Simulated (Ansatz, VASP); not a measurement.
Mg in VASP and in Ansatz

File INCAR:

```
SYSTEM = Mg
PREC = Accurate
ENCUT = 520
EDIFF = 1E-6
ISMEAR = -1
SIGMA = 0.05
LREAL = .FALSE.
LASPH = .TRUE.
NELM = 80
ALGO = Normal
ISIF = 2
LWAVE = .FALSE.
LCHARG = .FALSE.
NBANDS = 7
```

File KPOINTS:

```
Automatic mesh
0
G
  16 16 16
  0 0 0
```

The input POSCAR:

```
Mg
1.0
    0.0000000000      1.6331054116      1.6331054116
    1.6331054116      0.0000000000      1.6331054116
    1.6331054116      1.6331054116      0.0000000000
Mg
1
Direct
    0.0000000000      0.0000000000      0.0000000000
```

Input for Ansatz:

```yaml
crystal:
  lattice:
    - [0.0, 1.6331054116, 1.6331054116]
    - [1.6331054116, 0.0, 1.6331054116]
    - [1.6331054116, 1.6331054116, 0.0]
  atoms:
    - { symbol: Mg, position: [0.0, 0.0, 0.0] }
kpoints:
  mp_grid: { grid: [16, 16, 16] }
scf:
  occupations: { method: fermi_dirac, width: 0.05 }
hamiltonian:
  xc: lda
  pseudopotentials: { kind: all_electron, datasets: crystal }
output:
  forces: true
  stress: true
  eigenvalues: true
```

Change from the starting cell: volume scaled by 0.4, crystal datasets.

Alike in both runs: task single point; functional LDA; k mesh 16 × 16 × 16; occupations fermi-dirac, width 0.05 eV; no spin polarisation.

```csv
,VASP,Ansatz
version,VASP 6.6.1,Ansatz 0.2.0
potentials or method,"VASP PAW LDA potentials, release 64 (Mg), cutoff 520 eV","all-electron PAW with datasets made for the crystal, scalar-relativistic"
```

|  | VASP | Ansatz | Ansatz less VASP |
| --- | --- | --- | --- |
| pressure (GPa) | 211.8 | 206.7 | -5.09 |

LDA's correlation is that of Perdew and Zunger in VASP and of Perdew and Wang (1992) in Ansatz. Both programs put the cell under a high pressure, so it lies far from rest at this level. Ansatz ran all-electron here, and VASP with PAW potentials.

Noted on VASP's run: the cell as given lies far from equilibrium.
